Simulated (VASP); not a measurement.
A run of VASP 6.6.1 is set up as follows.

File INCAR:

```
ALGO = Normal ; EDIFF = 1E-7
ENCUT = 520 ; ISIF = 2
ISMEAR = -1 ; LASPH = T
LCHARG = F ; LREAL = F
LWAVE = F ; NBANDS = 16
NELM = 100 ; PREC = Accurate
SIGMA = 0.05
```

Contents of KPOINTS:

```
k-points
0
Gamma
  8 8 8
```

The input POSCAR:

```
CdSe
1.0
    0.0000000000      2.8739580000      2.8739580000
    2.8739580000      0.0000000000      2.8739580000
    2.8739580000      2.8739580000      0.0000000000
Cd Se
1 1
Direct
    0.0000000000      0.0000000000      0.0000000000
    0.5000000000      0.5000000000      0.5000000000
```

Potentials or basis: VASP PAW LDA potentials, release 64 (Cd, Se).

Launch:

```bash
$ cat potpaw_LDA.64/Cd/POTCAR potpaw_LDA.64/Se/POTCAR > POTCAR
$ mpirun -np 1 vasp_std > vasp.out
```

What does it give for the band gap on the k mesh?

Zero (band 9 reaches 2.16 eV, above the bottom of band 10 at 1.52 eV).

Estimate the pressure.

-5.6 GPa.
